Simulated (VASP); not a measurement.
# Ag (Fm-3m) in VASP: notebook

Runs on Ag. Level: PBE. Tasks: relaxation of cell and atoms.

All numbers are computed with VASP 6.6.1; they aren't measurements. Logs are shortened: lines on timing, memory, paths and dates and some standing lists are left out, and cuts for length are marked.

### Step 1. The cell of the first run

It takes space group Fm-3m (No. 225, cubic). Conventional cell: a = 3.945 Å, b = 3.945 Å, c = 3.945 Å, α = 90.00°, β = 90.00°, γ = 90.00°. Within 3.7 Å of Ag (site symmetry m-3m) lie 12 Ag at 2.79 Å.

### Step 2. Relaxation of cell and atoms, PBE, target pressure 20 GPa, at which the enthalpy is minimised

File INCAR:

```
  ALGO = Fast
  EDIFF = 1E-7
  EDIFFG = -0.008
  ENCUT = 600
  GGA = PE
  IBRION = 2
  ISIF = 3
  ISMEAR = 0
  LASPH = T
  LCHARG = F
  LREAL = F
  LWAVE = F
  NELM = 60
  NSW = 70
  PREC = Accurate
  PSTRESS = 200.0
  SIGMA = 0.1
```

File KPOINTS:

```
k-points
0
Gamma
  18 18 18
```

File POSCAR:

```
Ag
1.0
    0.0000000000      1.9723993572      1.9723993572
    1.9723993572      0.0000000000      1.9723993572
    1.9723993572      1.9723993572      0.0000000000
Ag
1
Direct
    0.0000000000      0.0000000000      0.0000000000
```

Potentials or basis: VASP PAW PBE potentials, release 64 (Ag).

Command:

```console
> cat potpaw_PBE.64/Ag/POTCAR > POTCAR
> mpirun -np 1 vasp_std > vasp.out
```

OUTCAR:

```text
EDIFF = 1E-7
   EDIFFG = -0.008
   ENCUT = 600
   GGA = PE
   IBRION = 2
   ISIF = 3
   ISMEAR = 0
   LASPH = T
   LREAL = F
   NELM = 60
   NSW = 70
   PREC = Accurate
   PSTRESS = 200.0

 ion  position               nearest neighbor table
   1  0.000  0.000  0.000-

  LATTYP: Found a face centered cubic cell.
 ALAT       =     3.9447987144

  Lattice vectors:

 A1 = (   0.0000000000,   1.9723993572,   1.9723993572)
 A2 = (   1.9723993572,   0.0000000000,   1.9723993572)
 A3 = (   1.9723993572,   1.9723993572,   0.0000000000)

Analysis of symmetry for initial positions (statically):
=====================================================================
 Subroutine PRICEL returns:
 Original cell was already a primitive cell.

 Routine SETGRP: Setting up the symmetry group for a
 face centered cubic supercell.

 Subroutine GETGRP returns: Found 48 space group operations
 (whereof 48 operations were pure point group operations)
 out of a pool of 48 trial point group operations.

The static configuration has the point symmetry O_h .

Analysis of symmetry for dynamics (positions and initial velocities):
=====================================================================
 Subroutine PRICEL returns:
 Original cell was already a primitive cell.

 Routine SETGRP: Setting up the symmetry group for a
 face centered cubic supercell.

 Subroutine GETGRP returns: Found 48 space group operations
 (whereof 48 operations were pure point group operations)
 out of a pool of 48 trial point group operations.

The dynamic configuration has the point symmetry O_h .

 Subroutine INISYM returns: Found 48 space group operations
 (whereof 48 operations are pure point group operations),
 and found     1 'primitive' translations

----------------------------------------------------------------------------------------

                                     Primitive cell

  volume of cell :      15.3467

  direct lattice vectors                    reciprocal lattice vectors
     0.000000000  1.972399357  1.972399357    -0.253498359  0.253498359  0.253498359
     1.972399357  0.000000000  1.972399357     0.253498359 -0.253498359  0.253498359
     1.972399357  1.972399357  0.000000000     0.253498359  0.253498359 -0.253498359

  length of vectors
     2.789393921  2.789393921  2.789393921     0.439072037  0.439072037  0.439072037

  position of ions in fractional coordinates (direct lattice)
     0.000000000  0.000000000  0.000000000

  ion indices of the primitive-cell ions
   primitive index   ion index
                 1           1

----------------------------------------------------------------------------------------

 KPOINTS: k-points

Automatic generation of k-mesh.
 Grid dimensions read from file:
 generate k-points for:   18   18   18

 Generating k-lattice:

  Cartesian coordinates                     Fractional coordinates (reciprocal lattice)
    -0.014083242  0.014083242  0.014083242     0.055555556  0.000000000  0.000000000
     0.014083242 -0.014083242  0.014083242     0.000000000  0.055555556  0.000000000
     0.014083242  0.014083242 -0.014083242     0.000000000  0.000000000  0.055555556

  Length of vectors
     0.024392891  0.024392891  0.024392891

  Shift w.r.t. Gamma in fractional coordinates (k-lattice)
     0.000000000  0.000000000  0.000000000

 Subroutine IBZKPT returns following result:
 ===========================================

 Found    195 irreducible k-points:

 Following reciprocal coordinates:
            Coordinates               Weight
  0.000000  0.000000  0.000000      1.000000
  0.055556  0.000000  0.000000      8.000000
  0.111111  0.000000  0.000000      8.000000
  0.166667  0.000000  0.000000      8.000000
  0.222222  0.000000  0.000000      8.000000
  0.277778  0.000000  0.000000      8.000000
[... 16 lines left out ...]
 -0.277778  0.055556  0.000000     24.000000
 -0.222222  0.055556  0.000000     24.000000
 [... further k-points ...]
   k-points           NKPTS =    195   k-points in BZ     NKDIM =    195   number of bands    NBANDS=      9
   number of dos      NEDOS =    301   number of ions     NIONS =      1
   total plane-waves  NPLWV =  13824
   dimension x,y,z NGX =    24 NGY =   24 NGZ =   24
   dimension x,y,z NGXF=    48 NGYF=   48 NGZF=   48
   ions per type =               1
   NGX,Y,Z   is equivalent  to a cutoff of  14.30, 14.30, 14.30 a.u.
   NGXF,Y,Z  is equivalent  to a cutoff of  28.61, 28.61, 28.61 a.u.
 SYSTEM =  unknown system
   PREC   = accura    normal or accurate (medium, high low for compatibility)
   ISTART =      0    job   : 0-new  1-cont  2-samecut
   ICHARG =      2    charge: 1-file 2-atom 10-const
   ISPIN  =      1    spin polarized calculation?
   LNONCOLLINEAR =      F non collinear calculations
   LSORBIT =      F    spin-orbit coupling
   LASPH  =      T    aspherical Exc in radial PAW
   ENCUT  =  600.0 eV  44.10 Ry    6.64 a.u.   5.57  5.57  5.57*2*pi/ulx,y,z
   NELM   =     60;   NELMIN=  2; NELMDL= -5     # of ELM steps
   EDIFF  = 0.1E-06   stopping-criterion for ELM
   LREAL  =      F    real-space projection
   EDIFFG = -.8E-02   stopping-criterion for IOM
   NSW    =     70    number of steps for IOM
   IBRION =      2    ionic relax: 0-MD 1-quasi-New 2-CG
   NFREE  =      1    steps in history (QN), initial steepest desc. (CG)
   ISIF   =      3    stress and relaxation
   ISYM   =      2    0-nonsym 1-usesym 2-fastsym
   POTIM  = 0.5000    time-step for ionic-motion
   TEBEG  =    0.0;   TEEND  =   0.0 temperature during run
   PSTRESS=  200.0 pullay stress
   NELECT =      11.0000    total number of electrons
   NUPDOWN=      -1.0000    fix difference up-down
   EMIN   =  10.00;   EMAX   =-10.00  energy-range for DOS
   EFERMI =   0.00;   METHOD = LEGACY
   ISMEAR =     0;   SIGMA  =   0.10  broadening in eV -4-tet -1-fermi 0-gaus
   EFERMI_NEDOS =   21; number of points for ismear=-14 and -15
   IALGO  =     68    algorithm
   IMIX   =      4    mixing-type and parameters
     AMIX     =   0.40;   BMIX     =  1.00
     AMIX_MAG =   1.60;   BMIX_MAG =  1.00
  volume/ion in A,a.u.               =      15.35       103.56
  Fermi-wavevector in a.u.,A,eV,Ry     =   1.465101  2.768639 29.205187  2.146521
  Thomas-Fermi vector in A             =   2.580998
   LORBIT       =      0    0 simple, 1 ext, 2 COOP (PROOUT), +10 PAW based schemes
   GGA     = PE    functional components
   LHFCALC =     F    Hartree Fock is set to
   AEXX    =    0.0000 exact exchange contribution
   IVDW    =     0    specifies the selected vdW correction
   LEPSILON=     F    determine dielectric tensor
   LRPA    =     F    only Hartree local field effects (RPA)
 conjugate gradient relaxation of ions
 non-spin polarized calculation
 RMM-DIIS sequential band-by-band and
 Gauss-broadening in eV      SIGMA  =   0.10
  energy-cutoff  :      600.00
  volume of cell :       15.35
 maximum number of plane-waves:       532
   NGX = 11   NGY = 11   NGZ = 11

--------------------------------------- Ionic step        1  -------------------------------------------

 number of electron      10.9999999 magnetization

 Free energy of the ion-electron system (eV)
  ---------------------------------------------------
  ext. energy  EPLUGINS =         0.00000000
  ---------------------------------------------------
  free energy    TOTEN  =        -2.58281185 eV

  energy without entropy =       -2.58183556  energy(sigma->0) =       -2.58232370

------------------------ aborting loop because EDIFF is reached ----------------------------------------

  FORCE on cell =-STRESS in cart. coord.  units (eV):
  Direction    XX          YY          ZZ          XY          YZ          ZX
  --------------------------------------------------------------------------------------
  -------------------------------------------------------------------------------------
  Total        2.0160115      2.0160115      2.0160115      0.0000000      0.0000000      0.0000000
  in kB      210.4694312    210.4694312    210.4694312      0.0000000      0.0000000      0.0000000
  external PRESSURE =      10.4694312 kB  Pullay stress =     200.0000000 kB

 VOLUME and BASIS-vectors are now :
 -----------------------------------------------------------------------------
  energy-cutoff  :      600.00
  volume of cell :       15.35
      direct lattice vectors                 reciprocal lattice vectors
     0.000000000  1.972399357  1.972399357    -0.253498359  0.253498359  0.253498359
     1.972399357  0.000000000  1.972399357     0.253498359 -0.253498359  0.253498359
     1.972399357  1.972399357  0.000000000     0.253498359  0.253498359 -0.253498359
[... 44 lines left out ...]
  FREE ENERGIE OF THE ION-ELECTRON SYSTEM (eV)
  ---------------------------------------------------
  free  energy   TOTEN  =        -2.6100769711 eV

  energy  without entropy=       -2.6091160175  energy(sigma->0) =       -2.60959649

  enthalpy is  TOTEN    =        -0.6664093174 eV   P V=        1.9436676537

--------------------------------------- Ionic step        3  -------------------------------------------

 number of electron      10.9999999 magnetization

 Free energy of the ion-electron system (eV)
  ---------------------------------------------------
  ext. energy  EPLUGINS =         0.00000000
  ---------------------------------------------------
  free energy    TOTEN  =        -2.59229265 eV

  energy without entropy =       -2.59132282  energy(sigma->0) =       -2.59180773

 E-fermi :   9.9156     XC(G=0): -12.8202

 val. band max:        9.8918085838   @ k =   0.5000   0.2778   0.1111
 cond. band min:      10.0301858412   @ k =   0.5000   0.1111   0.0000
 fundamental gap:      0.1383772573
 Fermi energy:         9.9156340696

 k-point     1 :       0.0000    0.0000    0.0000
  band No.  band energies     occupation
      1       1.3706      2.00000
      2       4.7092      2.00000
      3       4.7092      2.00000
      4       4.7092      2.00000
      5       5.9442      2.00000
      6       5.9442      2.00000
      7      26.1129      0.00000
      8      30.2904      0.00000
      9      30.2904      0.00000

 k-point     2 :       0.0556    0.0000    0.0000
  band No.  band energies     occupation
      1       1.4757      2.00000
      2       4.6812      2.00000
      3       4.7410      2.00000
      4       4.7410      2.00000
      5       5.9310      2.00000
      6       5.9310      2.00000
      7      26.1718      0.00000
      8      29.4522      0.00000
      9      30.3665      0.00000
[... 253 lines left out ...]
 k-point    24 :      -0.2222    0.0556    0.0000
  band No.  band energies     occupation
      1       2.8957      2.00000
      2       4.6852      2.00000
      3       4.9960      2.00000
      4       5.0036      2.00000
      5       5.8784      2.00000
      6       6.3085      2.00000
      7      22.2748      0.00000
      8      26.6572      0.00000
      9      29.6365      0.00000

 [... further k-points ...]

------------------------ aborting loop because EDIFF is reached ----------------------------------------

  FORCE on cell =-STRESS in cart. coord.  units (eV):
  Direction    XX          YY          ZZ          XY          YZ          ZX
  --------------------------------------------------------------------------------------
  -------------------------------------------------------------------------------------
  Total        1.9283939      1.9283939      1.9283939     -0.0000000     -0.0000000     -0.0000000
  in kB      200.3530528    200.3530528    200.3530528     -0.0000000     -0.0000000     -0.0000000
  external PRESSURE =       0.3530528 kB  Pullay stress =     200.0000000 kB

 VOLUME and BASIS-vectors are now :
 -----------------------------------------------------------------------------
  energy-cutoff  :      600.00
  volume of cell :       15.42
      direct lattice vectors                 reciprocal lattice vectors
     0.000000000  1.975574697  1.975574697    -0.253090911  0.253090911  0.253090911
     1.975574697  0.000000000  1.975574697     0.253090911 -0.253090911  0.253090911
     1.975574697  1.975574697  0.000000000     0.253090911  0.253090911 -0.253090911

 POSITION                                       TOTAL-FORCE (eV/Angst)
 -----------------------------------------------------------------------------------
      0.00000      0.00000      0.00000        -0.000000     -0.000000      0.000000
 -----------------------------------------------------------------------------------
    total drift:                               -0.000000     -0.000000     -0.000000

  FREE ENERGIE OF THE ION-ELECTRON SYSTEM (eV)
  ---------------------------------------------------
  free  energy   TOTEN  =        -2.5922926544 eV

  energy  without entropy=       -2.5913228155  energy(sigma->0) =       -2.59180773

  enthalpy is  TOTEN    =        -0.6672969062 eV   P V=        1.9249957481

 reached required accuracy - stopping structural energy minimisation
```

It took 59 s on 1 thread of Intel Xeon Platinum 8488C (Sapphire Rapids), shared host; peak memory 0.17 GiB.

Results:

```yaml
Free_energy: -2.5923 eV
Relaxed_volume: 15.42 Å³/atom
Relaxed_cell: a = 2.794 Å, b = 2.794 Å, c = 2.794 Å, α = 60.00°, β = 60.00°, γ = 60.00°
Space_group_after_relaxing_to_0.05_Å: Fm-3m (No. 225)
Energy_change_on_relaxing_the_enthalpy_is_what_falls: -9.5 meV/atom
Ionic_steps: 3
Pressure_after_relaxing: 20.0 GPa
```

The path:
| step | energy change (eV) | largest force (eV/Å) | pressure (GPa) | volume (Å³) |
| --- | --- | --- | --- | --- |
| 1 | 0.0000 | 0.0000 | 21.05 | 15.35 |
| 2 | -0.0273 | 0.0000 | 18.09 | 15.57 |
| 3 | -0.0095 | 0.0000 | 20.04 | 15.42 |

Final structure:
```
Ag
1.0
     0.00000    1.97557    1.97557
     1.97557    0.00000    1.97557
     1.97557    1.97557    0.00000
Ag
1
Direct
  0.00000 0.00000 0.00000
```

Caveat: the cell is relaxed towards a set pressure, so the enthalpy falls and the energy may rise.

(Continued in part 2 of 3.)
